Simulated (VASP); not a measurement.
A run of VASP 6.6.1:

The input POSCAR:

```
BP
1.0
    2.2773980544      2.2773980544      0.0000000000
   -2.2773980544      2.2773980544      0.0000000000
    0.0000000000      2.2773980544      2.2773980544
B P
1 1
Direct
    0.0000000000      0.0000000000      0.0000000000
    0.7500000000      0.2500000000      0.5000000000
```

Contents of INCAR.step1:

```
SYSTEM = BP
ALGO     = Normal         ! electronic algorithm
EDIFF    = 1E-4           ! SCF threshold, eV
ENCUT    = 520            ! plane-wave cutoff, eV
GGA      = PE             ! functional
ISMEAR   = 0              ! smearing method
LASPH    = .True.         ! aspherical terms in the spheres
LCHARG   = .False.        ! write CHGCAR
LREAL    = .False.        ! projectors in reciprocal space
LWAVE    = .True.         ! write WAVECAR
NBANDS   = 11             ! bands
NELM     = 100            ! most SCF steps
PREC     = Accurate       ! precision mode
SIGMA    = 0.01           ! smearing width, eV
```

INCAR.step2

```
SYSTEM = BP
ALGO     = Normal         ! electronic algorithm
EDIFF    = 1E-6           ! SCF threshold, eV
ENCUT    = 520            ! plane-wave cutoff, eV
ISIF     = 2              ! what is computed and relaxed
ISMEAR   = 0              ! smearing method
ISTART   = 1            
LASPH    = .True.         ! aspherical terms in the spheres
LCHARG   = .True.         ! write CHGCAR
LELF     = .True.         ! ELF
LMIXTAU  = .True.       
LREAL    = .False.        ! projectors in reciprocal space
LVHAR    = .True.       
LWAVE    = .False.        ! write WAVECAR
METAGGA  = R2SCAN         ! meta-GGA
NBANDS   = 11             ! bands
NELM     = 100            ! most SCF steps
PREC     = Accurate       ! precision mode
SIGMA    = 0.01           ! smearing width, eV
```

KPOINTS

```
k-points
0
Gamma
  8 8 8
  0 0 0
```

Potentials or basis: VASP PAW PBE potentials, release 64 (B, P).

Launch:

```console
$ cat potpaw_PBE.64/B/POTCAR potpaw_PBE.64/P/POTCAR > POTCAR
$ cp INCAR.step1 INCAR
$ mpirun -np 1 vasp_std > vasp.out
$ cp INCAR.step2 INCAR
$ mpirun -np 1 vasp_std > vasp.out
```

Hardware: 1 thread of AMD EPYC 9R45 96-Core Processor (Zen 5), with other jobs on the host.

How long does it take, and how much memory?

Wall time 17 s on 1 thread of AMD EPYC 9R45 96-Core Processor (Zen 5) (shared host), peak memory 0.11 GiB. Counts: k points 29.
